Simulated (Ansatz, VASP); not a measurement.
## Two plane-wave programs on GaSb

The input POSCAR:

```
GaSb
1.0
    0.0000000000      3.0658787986      3.0658787986
    3.0658787986      0.0000000000      3.0658787986
    3.0658787986      3.0658787986      0.0000000000
Ga Sb
1 1
Direct
    0.0000000000      0.0000000000      0.0000000000
    0.2500000000      0.2500000000      0.2500000000
```

INCAR.step1

```
PREC     = Accurate       # precision mode
ENCUT    = 520            # plane-wave cutoff, eV
ISMEAR   = -1             # smearing method
SIGMA    = 0.02           # smearing width, eV
LREAL    = F              # projectors in reciprocal space
LASPH    = T              # aspherical terms in the spheres
NELM     = 80             # most SCF steps
NBANDS   = 16             # bands
GGA      = PE             # functional
ALGO     = Normal         # electronic algorithm
EDIFF    = 1E-4           # SCF threshold, eV
LWAVE    = T              # write WAVECAR
LCHARG   = F              # write CHGCAR
```

Contents of INCAR.step2:

```
PREC     = Accurate       # precision mode
ENCUT    = 520            # plane-wave cutoff, eV
EDIFF    = 1E-6           # SCF threshold, eV
ISMEAR   = -1             # smearing method
SIGMA    = 0.02           # smearing width, eV
LREAL    = F              # projectors in reciprocal space
LASPH    = T              # aspherical terms in the spheres
NELM     = 80             # most SCF steps
ALGO     = Normal         # electronic algorithm
ISIF     = 2              # what is computed and relaxed
LWAVE    = F              # write WAVECAR
LCHARG   = F              # write CHGCAR
METAGGA  = R2SCAN         # meta-GGA
LMIXTAU  = T            
NBANDS   = 16             # bands
ISTART   = 1
```

File KPOINTS:

```
Automatic mesh
0
Gamma
  6 6 6
```

Input for Ansatz:

```yaml
crystal:
  lattice:
    - [0.0, 3.0658787986, 3.0658787986]
    - [3.0658787986, 0.0, 3.0658787986]
    - [3.0658787986, 3.0658787986, 0.0]
  atoms:
    - { symbol: Ga, position: [0.0, 0.0, 0.0] }
    - { symbol: Sb, position: [0.25, 0.25, 0.25] }
kpoints:
  mp_grid: { grid: [6, 6, 6] }
hamiltonian:
  xc: r2scan
scf:
  occupations: { method: fermi_dirac, width: 0.02 }
  n_extra_bands: 4
  max_iter: 90
output:
  forces: true
  stress: true
  eigenvalues: true
basis:
  ecutrho_ratio: 12
```

Alike in both runs: task single point; functional r2SCAN; k mesh 6 × 6 × 6; occupations fermi-dirac, width 0.02 eV; no spin polarisation.

```csv
,VASP,Ansatz
version,VASP 6.6.1,Ansatz 0.2.0
potentials or method,"VASP PAW PBE potentials, release 64 (Ga_d, Sb)",plane waves
plane-wave cutoff (eV),520,500
valence electrons in the cell,18,28
```

```tsv
	VASP	Ansatz	Ansatz less VASP
pressure (GPa)	0.1	0.0	-0.09
```

VASP's potentials were made for PBE, not for r2SCAN. VASP's potentials hold 18 valence electrons a cell and Ansatz's 28, so a difference there can come from the potentials and not from the codes.

Spin-orbit coupling is off throughout.
